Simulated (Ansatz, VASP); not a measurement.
One calculation of InSb5, two programs

```xyz
6
Lattice="7.0833 0.0000 0.0000 0.0000 7.0833 0.0000 0.0000 0.0000 6.2827" Properties=species:S:1:pos:R:3 pbc="T T T"
In    0.0000    0.0000    3.1414
Sb    4.9550    4.9550    0.0000
Sb    2.1284    2.1284    0.0000
Sb    4.9550    2.1284    0.0000
Sb    2.1284    4.9550    0.0000
Sb    0.0000    0.0000    0.0000
```

Alike in both runs: functional PBE; k mesh 6 × 6 × 6; occupations gaussian, width 0.1 eV; no spin polarisation.

Ansatz relaxed the structure, and its values are those at the end. VASP's run is a single point on that final structure, the one shown.

|  | VASP | Ansatz |
| --- | --- | --- |
| version | VASP 6.6.1 | Ansatz 0.2.0 |
| potentials or method | VASP PAW PBE potentials, release 64 (In_d, Sb), cutoff 520 eV | scalar-relativistic, plane waves, PAW |
| valence electrons in the cell | 38 | 88 |

```tsv
	VASP	Ansatz	Ansatz less VASP
gap on the k mesh at the Fermi level (eV)	none	none	-
pressure (GPa)	0.0	0.0	-0.02
rms of the force components (eV/Å)	0.010	0.000	-0.0098
```

A gap of «none» marks a metal or a gap that the smearing closes. With one functional, cell and mesh, what is left measures potentials, basis and numerics. VASP's potentials hold 38 valence electrons a cell and Ansatz's 88, so a difference there can come from the potentials and not from the codes.

Spin-orbit coupling is off throughout.
